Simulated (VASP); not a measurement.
# Hf4HO8 (a cell with a defect) in VASP: single point with PBEsol

Aim: the single point of Hf4HO8 (a cell with a defect) with PBEsol.

All numbers are computed with VASP 6.6.1; they aren't measurements. Logs are shortened: lines on timing, memory, paths and dates and some standing lists are left out, and cuts for length are marked.

## (1) The cell of the first run

The cell holds a defect, 13 atoms: a = 7.234 Å, b = 7.234 Å, c = 3.617 Å, α = 60.00°, β = 60.00°, γ = 60.00°.

## (2) Single point, PBEsol

INCAR reads:

```
PREC = Accurate
ENCUT = 520
EDIFF = 1E-6
ISMEAR = 0
SIGMA = 0.05
LREAL = F
LASPH = T
NELM = 120
ALGO = Normal
ISIF = 2
LWAVE = F
LCHARG = F
GGA = PS
NELECT = 88.0
NBANDS = 56
GGA_COMPAT = F
```

KPOINTS reads:

```
Automatic mesh
0
Gamma
  4 4 4
```

POSCAR reads:

```
Hf4HO8
1.0
    0.0000000000      5.1150000000      5.1150000000
    5.1150000000      0.0000000000      5.1150000000
    2.5575000000      2.5575000000      0.0000000000
Hf O H
4 8 1
Direct
   -0.0025869407     -0.0025869407      0.0051738815
   -0.0049864229      0.5049864229      0.0000000000
    0.5049864229     -0.0049864229      0.0000000000
    0.5025869407      0.5025869407     -0.0051738815
    0.1284667747      0.1284667747      0.2430664506
    0.3715332253      0.3715332253      0.7569335494
    0.1293358994      0.6188778862      0.2517862144
    0.3706641006      0.8811221138      0.7482137856
    0.6188778862      0.1293358994      0.2517862144
    0.8811221138      0.3706641006      0.7482137856
    0.6235440014      0.6235440014      0.2529119973
    0.8764559986      0.8764559986      0.7470880027
    0.2500000000      0.2500000000      0.5000000000
```

Potentials or basis: VASP PAW PBE potentials, release 64 (Hf_pv, O, H).

Command:

```sh
cat potpaw_PBE.64/Hf_pv/POTCAR potpaw_PBE.64/O/POTCAR potpaw_PBE.64/H/POTCAR > POTCAR
mpirun -np 1 vasp_std > vasp.out
```

OUTCAR:

```text
PREC = Accurate
   ENCUT = 520
   EDIFF = 1E-6
   ISMEAR = 0
   LREAL = F
   LASPH = T
   NELM = 120
   ISIF = 2
   GGA = PS
   NELECT = 88.0

 ion  position               nearest neighbor table
   1  0.997  0.997  0.005-  12 2.19  12 2.19  10 2.21   8 2.21   7 2.24   9 2.24   5 2.25   5 2.25
                             2 3.58   3 3.58   3 3.58   2 3.58   4 3.62   4 3.62   2 3.65   3 3.65
   2  0.995  0.505  0.000-  11 2.19  12 2.19   7 2.21  10 2.21  10 2.21   7 2.21   6 2.22   5 2.22
                             3 3.54   1 3.58   4 3.58   1 3.58   4 3.58   4 3.65   1 3.65   1 3.65
   3  0.505  0.995  0.000-  11 2.19  12 2.19   8 2.21   9 2.21   8 2.21   9 2.21   6 2.22   5 2.22
                             2 3.54   1 3.58   4 3.58   1 3.58   4 3.58   4 3.65   1 3.65   1 3.65
   4  0.503  0.503  0.995-  11 2.19  11 2.19   7 2.21   9 2.21   8 2.24  10 2.24   6 2.25   6 2.25
                             3 3.58   2 3.58   3 3.58   2 3.58   1 3.62   1 3.62   3 3.65   2 3.65
   5  0.128  0.128  0.243-   2 2.22   3 2.22   1 2.25   1 2.25
   6  0.372  0.372  0.757-   2 2.22   3 2.22   4 2.25   4 2.25
   7  0.129  0.619  0.252-   4 2.21   2 2.21   2 2.21   1 2.24
   8  0.371  0.881  0.748-   1 2.21   3 2.21   3 2.21   4 2.24
   9  0.619  0.129  0.252-   4 2.21   3 2.21   3 2.21   1 2.24
  10  0.881  0.371  0.748-   1 2.21   2 2.21   2 2.21   4 2.24
  11  0.624  0.624  0.253-   4 2.19   4 2.19   3 2.19   2 2.19
  12  0.876  0.876  0.747-   1 2.19   1 2.19   3 2.19   2 2.19
  13  0.250  0.250  0.500-

  LATTYP: Found a base centered orthorhombic cell.
 ALAT       =     7.2337023715
 B/A-ratio  =     1.4142135624
 C/A-ratio  =     0.5000000000

  Lattice vectors:

 A1 = (  -2.5575000000,   2.5575000000,  -5.1150000000)
 A2 = (  -2.5575000000,   2.5575000000,   5.1150000000)
 A3 = (   2.5575000000,   2.5575000000,   0.0000000000)

Analysis of symmetry for initial positions (statically):
=====================================================================
 Subroutine PRICEL returns:
 Original cell was already a primitive cell.

 Routine SETGRP: Setting up the symmetry group for a
 base centered orthorhombic supercell.

 Subroutine GETGRP returns: Found  8 space group operations
 (whereof  4 operations were pure point group operations)
 out of a pool of  8 trial point group operations.

The static configuration has the point symmetry C_2v.
 The point group associated with its full space group is D_2h.

Analysis of symmetry for dynamics (positions and initial velocities):
=====================================================================
 Subroutine PRICEL returns:
 Original cell was already a primitive cell.

 Routine SETGRP: Setting up the symmetry group for a
 base centered orthorhombic supercell.

 Subroutine GETGRP returns: Found  8 space group operations
 (whereof  4 operations were pure point group operations)
 out of a pool of  8 trial point group operations.

The dynamic configuration has the point symmetry C_2v.
 The point group associated with its full space group is D_2h.

 Subroutine INISYM returns: Found  8 space group operations
 (whereof  4 operations are pure point group operations),
 and found     1 'primitive' translations

----------------------------------------------------------------------------------------

                                     Primitive cell

  volume of cell :     133.8249

  direct lattice vectors                    reciprocal lattice vectors
     0.000000000  5.115000000  5.115000000    -0.097751711  0.097751711  0.097751711
     5.115000000  0.000000000  5.115000000     0.097751711 -0.097751711  0.097751711
     2.557500000  2.557500000  0.000000000     0.195503421  0.195503421 -0.195503421

  length of vectors
     7.233702372  7.233702372  3.616851186     0.169310929  0.169310929  0.338621859

  position of ions in fractional coordinates (direct lattice)
     0.997413059  0.997413059  0.005173881
     0.995013577  0.504986423  0.000000000
     0.504986423  0.995013577  0.000000000
     0.502586941  0.502586941  0.994826119
     0.128466775  0.128466775  0.243066451
     0.371533225  0.371533225  0.756933549
     0.129335899  0.618877886  0.251786214
     0.370664101  0.881122114  0.748213786
     0.618877886  0.129335899  0.251786214
     0.881122114  0.370664101  0.748213786
     0.623544001  0.623544001  0.252911997
     0.876455999  0.876455999  0.747088003
     0.250000000  0.250000000  0.500000000

  ion indices of the primitive-cell ions
   primitive index   ion index
                 1           1
                 2           2
                 3           3
                 4           4
                 5           5
                 6           6
                 7           7
                 8           8
                 9           9
                10          10
                11          11
                12          12
                13          13

----------------------------------------------------------------------------------------

 KPOINTS: Automatic mesh

Automatic generation of k-mesh.
 Grid dimensions read from file:
 generate k-points for:    4    4    4

 Generating k-lattice:

  Cartesian coordinates                     Fractional coordinates (reciprocal lattice)
    -0.024437928  0.024437928  0.024437928     0.250000000  0.000000000  0.000000000
     0.024437928 -0.024437928  0.024437928     0.000000000  0.250000000  0.000000000
     0.048875855  0.048875855 -0.048875855     0.000000000  0.000000000  0.250000000

  Length of vectors
     0.042327732  0.042327732  0.084655465

  Shift w.r.t. Gamma in fractional coordinates (k-lattice)
     0.000000000  0.000000000  0.000000000

 Subroutine IBZKPT returns following result:
 ===========================================

 Found     21 irreducible k-points:

 Following reciprocal coordinates:
            Coordinates               Weight
  0.000000  0.000000  0.000000      1.000000
  0.250000  0.000000  0.000000      4.000000
  0.500000  0.000000  0.000000      2.000000
  0.250000  0.250000  0.000000      2.000000
  0.500000  0.250000  0.000000      4.000000
 -0.250000  0.250000  0.000000      2.000000
[... 13 lines left out ...]
 -0.250000  0.250000  0.500000      2.000000
  0.500000  0.500000  0.500000      1.000000
   k-points           NKPTS =     21   k-points in BZ     NKDIM =     21   number of bands    NBANDS=     56
   number of dos      NEDOS =    301   number of ions     NIONS =     13
   total plane-waves  NPLWV =  81648
   dimension x,y,z NGX =    54 NGY =   54 NGZ =   28
   dimension x,y,z NGXF=   108 NGYF=  108 NGZF=   56
   ions per type =               4   8   1
   NGX,Y,Z   is equivalent  to a cutoff of  12.41, 12.41, 12.87 a.u.
   NGXF,Y,Z  is equivalent  to a cutoff of  24.82, 24.82, 25.74 a.u.
 SYSTEM =  unknown system
   PREC   = accura    normal or accurate (medium, high low for compatibility)
   ISTART =      0    job   : 0-new  1-cont  2-samecut
   ICHARG =      2    charge: 1-file 2-atom 10-const
   ISPIN  =      1    spin polarized calculation?
   LNONCOLLINEAR =      F non collinear calculations
   LSORBIT =      F    spin-orbit coupling
   LASPH  =      T    aspherical Exc in radial PAW
   ENCUT  =  520.0 eV  38.22 Ry    6.18 a.u.  13.45 13.45  6.72*2*pi/ulx,y,z
   NELM   =    120;   NELMIN=  2; NELMDL= -5     # of ELM steps
   EDIFF  = 0.1E-05   stopping-criterion for ELM
   LREAL  =      F    real-space projection
   EDIFFG = 0.1E-04   stopping-criterion for IOM
   NSW    =      0    number of steps for IOM
   IBRION =     -1    ionic relax: 0-MD 1-quasi-New 2-CG
   NFREE  =      0    steps in history (QN), initial steepest desc. (CG)
   ISIF   =      2    stress and relaxation
   ISYM   =      2    0-nonsym 1-usesym 2-fastsym
   POTIM  = 0.5000    time-step for ionic-motion
   TEBEG  =    0.0;   TEEND  =   0.0 temperature during run
   PSTRESS=    0.0 pullay stress
   NELECT =      88.0000    total number of electrons
   NUPDOWN=      -1.0000    fix difference up-down
   EMIN   =  10.00;   EMAX   =-10.00  energy-range for DOS
   EFERMI =   0.00;   METHOD = LEGACY
   ISMEAR =     0;   SIGMA  =   0.05  broadening in eV -4-tet -1-fermi 0-gaus
   EFERMI_NEDOS =   21; number of points for ismear=-14 and -15
   IALGO  =     38    algorithm
   IMIX   =      4    mixing-type and parameters
     AMIX     =   0.40;   BMIX     =  1.00
     AMIX_MAG =   1.60;   BMIX_MAG =  1.00
  volume/ion in A,a.u.               =      10.29        69.47
  Fermi-wavevector in a.u.,A,eV,Ry     =   1.423607  2.690227 27.574337  2.026657
  Thomas-Fermi vector in A             =   2.544186
   LORBIT       =      0    0 simple, 1 ext, 2 COOP (PROOUT), +10 PAW based schemes
   GGA     = PS    functional components
   LHFCALC =     F    Hartree Fock is set to
   AEXX    =    0.0000 exact exchange contribution
   IVDW    =     0    specifies the selected vdW correction
   LEPSILON=     F    determine dielectric tensor
   LRPA    =     F    only Hartree local field effects (RPA)
 non-spin polarized calculation
 Gauss-broadening in eV      SIGMA  =   0.05
  energy-cutoff  :      520.00
  volume of cell :      133.82
 maximum number of plane-waves:      3640
 NGX is ok and might be reduce to    54
   NGX = 27   NGY = 27   NGZ = 13

 number of electron      88.0000008 magnetization

 Free energy of the ion-electron system (eV)
  ---------------------------------------------------
  ext. energy  EPLUGINS =         0.00000000
  ---------------------------------------------------
  free energy    TOTEN  =      -131.46900625 eV

  energy without entropy =     -131.46900625  energy(sigma->0) =     -131.46900625

 E-fermi :   4.2273     XC(G=0): -12.0302

 val. band max:        4.0142211633   @ k =   0.0000   0.0000   0.5000
 cond. band min:       4.5852383531   @ k =   0.5000   0.5000   0.0000
 fundamental gap:      0.5710171898
 Fermi energy:         4.2272927660

 k-point     1 :       0.0000    0.0000    0.0000
  band No.  band energies     occupation
      1     -26.0206      2.00000
      2     -25.9979      2.00000
      3     -25.9909      2.00000
      4     -25.7290      2.00000
      5     -25.7265      2.00000
      6     -25.6954      2.00000
[... 48 lines left out ...]
     55      10.4788      0.00000
     56      10.7851      0.00000

 k-point     2 :       0.2500    0.0000    0.0000
  band No.  band energies     occupation
      1     -25.9905      2.00000
      2     -25.9726      2.00000
      3     -25.9453      2.00000
      4     -25.7570      2.00000
      5     -25.7200      2.00000
      6     -25.6975      2.00000
[... 48 lines left out ...]
     55      10.7570      0.00000
     56      10.8281      0.00000

 k-point     3 :       0.5000    0.0000    0.0000
  band No.  band energies     occupation
      1     -25.9498      2.00000
      2     -25.9497      2.00000
      3     -25.8371      2.00000
      4     -25.8351      2.00000
      5     -25.7077      2.00000
      6     -25.7053      2.00000
[... 995 lines left out ...]
 k-point    20 :      -0.2500    0.2500    0.5000
  band No.  band energies     occupation
      1     -25.9595      2.00000
      2     -25.9566      2.00000
      3     -25.9274      2.00000
      4     -25.9101      2.00000
      5     -25.8200      2.00000
      6     -25.8071      2.00000
[... 48 lines left out ...]
     55      10.8784      0.00000
     56      11.2329      0.00000

 k-point    21 :       0.5000    0.5000    0.5000
  band No.  band energies     occupation
      1     -25.9275      2.00000
      2     -25.9128      2.00000
      3     -25.9122      2.00000
      4     -25.8438      2.00000
      5     -25.8080      2.00000
      6     -25.7960      2.00000
[... 48 lines left out ...]
     55      10.7962      0.00000
     56      11.0205      0.00000

------------------------ aborting loop because EDIFF is reached ----------------------------------------

  FORCE on cell =-STRESS in cart. coord.  units (eV):
  Direction    XX          YY          ZZ          XY          YZ          ZX
  --------------------------------------------------------------------------------------
  -------------------------------------------------------------------------------------
  Total      -18.7018382    -18.7018382    -18.5549508      0.0085433      0.0000000      0.0000000
  in kB     -223.9019957   -223.9019957   -222.1434313      0.1022818      0.0000000      0.0000000
  external PRESSURE =    -223.3158075 kB  Pullay stress =       0.0000000 kB

 VOLUME and BASIS-vectors are now :
 -----------------------------------------------------------------------------
  energy-cutoff  :      520.00
  volume of cell :      133.82
      direct lattice vectors                 reciprocal lattice vectors
     0.000000000  5.115000000  5.115000000    -0.097751711  0.097751711  0.097751711
     5.115000000  0.000000000  5.115000000     0.097751711 -0.097751711  0.097751711
     2.557500000  2.557500000  0.000000000     0.195503421  0.195503421 -0.195503421

 POSITION                                       TOTAL-FORCE (eV/Angst)
 -----------------------------------------------------------------------------------
      5.11500      5.11500     10.20354         0.000000      0.000000      0.021470
      2.58301      5.08949      7.67250        -0.041183      0.041183     -0.000000
      5.08949      2.58301      7.67250         0.041183     -0.041183     -0.000000
      5.11500      5.11500      5.14146         0.000000     -0.000000     -0.021470
      1.27875      1.27875      1.31422         0.000000     -0.000000      0.041951
      3.83625      3.83625      3.80078         0.000000      0.000000     -0.041951
      3.80950      1.30550      3.82711        -0.017010      0.017010     -0.001604
      6.42050      3.80950      6.40289         0.017010     -0.017010      0.001604
      1.30550      3.80950      3.82711         0.017010     -0.017010     -0.001604
      3.80950      6.42050      6.40289        -0.017010      0.017010      0.001604
      3.83625      3.83625      6.37886         0.000000      0.000000     -0.010222
      6.39375      6.39375      8.96614         0.000000      0.000000      0.010222
      2.55750      2.55750      2.55750         0.000000      0.000000      0.000000
 -----------------------------------------------------------------------------------
    total drift:                                0.000000     -0.000000      0.000000

  FREE ENERGIE OF THE ION-ELECTRON SYSTEM (eV)
  ---------------------------------------------------
  free  energy   TOTEN  =      -131.4690062466 eV

  energy  without entropy=     -131.4690062466  energy(sigma->0) =     -131.46900625
```

Wall time 4.6 min (1 thread of Intel Xeon 6975P-C (Granite Rapids), shared host); peak memory 0.34 GiB.

Results:

```
Free energy   : -131.4690 eV
Largest force : 0.058 eV/Å
```

Forces in eV/Å, atoms in the order of the input:
```
Hf   0.000  0.000  0.021
Hf  -0.041  0.041  0.000
Hf   0.041 -0.041  0.000
Hf   0.000  0.000 -0.021
O    0.000  0.000  0.042
O    0.000  0.000 -0.042
O   -0.017  0.017 -0.002
O    0.017 -0.017  0.002
O    0.017 -0.017 -0.002
O   -0.017  0.017  0.002
O    0.000  0.000 -0.010
O    0.000  0.000  0.010
H    0.000  0.000  0.000
```

Levels at points of the mesh, in eV from the Fermi level:
```tsv
k point	band 42	band 43	band 44	band 45	band 46	band 47
(0.00, 0.00, 0.00)	-0.87	-0.87	-0.25	0.36	3.56	3.62
(0.50, 0.00, 0.00)	-1.52	-1.50	-1.29	0.61	4.06	4.17
(0.50, 0.50, 0.00)	-0.93	-0.91	-0.90	0.36	3.95	4.12
(0.00, 0.00, 0.50)	-1.67	-0.30	-0.21	0.78	3.48	4.20
(0.50, 0.00, 0.50)	-1.44	-1.35	-1.21	0.82	3.92	4.13
(0.50, 0.50, 0.50)	-0.93	-0.52	-0.40	0.66	3.84	4.11
```

Caveat: the k points lie up to 0.43 Å⁻¹ apart; the cell carries a net charge on a neutralising background, which shifts energy and pressure; the cell is charged against a uniform background, so pressure and absolute levels hang on convention; the PAW data sets were made with another functional, which shifts forces and pressure a little; spin-orbit coupling is left out, which moves the levels of the heavy elements.
